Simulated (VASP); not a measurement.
Set up this calculation in VASP 6.6.1, as the native input.

```yaml
Task: single point
Functional: LDA
Potentials_or_basis: VASP PAW LDA potentials, release 64 (Ni)
Cutoff: 520 eV
k_mesh: 24 × 24 × 24
Occupations: gaussian, width 0.15 eV
Spin: collinear spin, ferromagnetic start
Starting_moments: "[0.625] μB"
Fixed_moment: 0.625 μB
Dipole_correction: no
Further_INCAR_settings: ALGO = Fast; EDIFF = 1e-06; NBANDS = 15
```

The structure of Ni lies in POSCAR:

```
Ni
1.0
    0.0000000000      1.7780249946      1.7780249946
    1.7780249946      0.0000000000      1.7780249946
    1.7780249946      1.7780249946      0.0000000000
Ni
1
Direct
    0.0000000000      0.0000000000      0.0000000000
```

The input as run:

INCAR

```
SYSTEM = Ni
  PREC = Accurate
  ENCUT = 520
  EDIFF = 1E-6
  ISMEAR = 0
  SIGMA = 0.15
  LREAL = .False.
  LASPH = .True.
  NELM = 150
  ALGO = Fast
  ISIF = 2
  LWAVE = .False.
  LCHARG = .False.
  ISPIN = 2
  MAGMOM = 0.625
  LORBIT = 11
  NUPDOWN = 0.625
  LMAXMIX = 4
  GGA = CA
  NBANDS = 15
```

KPOINTS

```
Automatic mesh
0
Gamma
  24 24 24
  0 0 0
```

Potentials or basis: VASP PAW LDA potentials, release 64 (Ni).

The run is started by

```console
$ cat potpaw_LDA.64/Ni/POTCAR > POTCAR
$ mpirun -np 1 vasp_std > vasp.out
```

Results of the run:

The pressure is -21.6 GPa, the net moment is 0.63 μB per cell and the site moments are Ni +0.63 μB. The valence electrons inside the program's atomic spheres are Ni 9.26.

Caveat: the cell stands under tension; the total moment is fixed, so each spin has its own Fermi level and the state may be an excited one.

Run time: 68 s on 1 thread of Intel(R) Xeon(R) 6975P-C (Granite Rapids), with other jobs on the host, peak memory 0.2 GiB.
